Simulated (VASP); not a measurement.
## BN: single point with PBEsol

The system is BN.

```xyz
2
Lattice="0.0000 1.8486 1.8486 1.8486 0.0000 1.8486 1.8486 1.8486 0.0000" Properties=species:S:1:pos:R:3 pbc="T T T"
N     0.9243    0.9243    0.9243
B     0.0000    0.0000    0.0000
```

| Property | Result |
| --- | --- |
| Program | VASP 6.6.1 |
| Task | single point |
| Functional | PBEsol |
| Potentials or basis | VASP PAW PBE potentials, release 64 (N, B) |
| Cutoff | 520 eV |
| k mesh | 13 × 13 × 13 |
| Occupations | fermi-dirac, width 0.05 eV |
| Spin | no spin polarisation |

| Item | Value |
| --- | --- |
| Pressure | -24.9 GPa |
| Band gap on the k mesh | 4.27 eV, indirect (least direct gap 8.45 eV) |

Levels at points of the mesh, in eV from the valence-band top:
```csv
k point,band 1,band 2,band 3,band 4,band 5,band 6,band 7,band 8,band 9
"(0.00, 0.00, 0.00)",-19.50,0.00,0.00,0.00,8.45,8.45,8.45,9.20,23.27
```

Run time: 8.8 s on 1 thread of AMD EPYC 7R13 Processor (Zen 3), with other jobs on the host, peak memory 0.09 GiB.

Caveat: the PAW data sets were made with another functional, which shifts forces and pressure a little. A k mesh can miss the band edges.
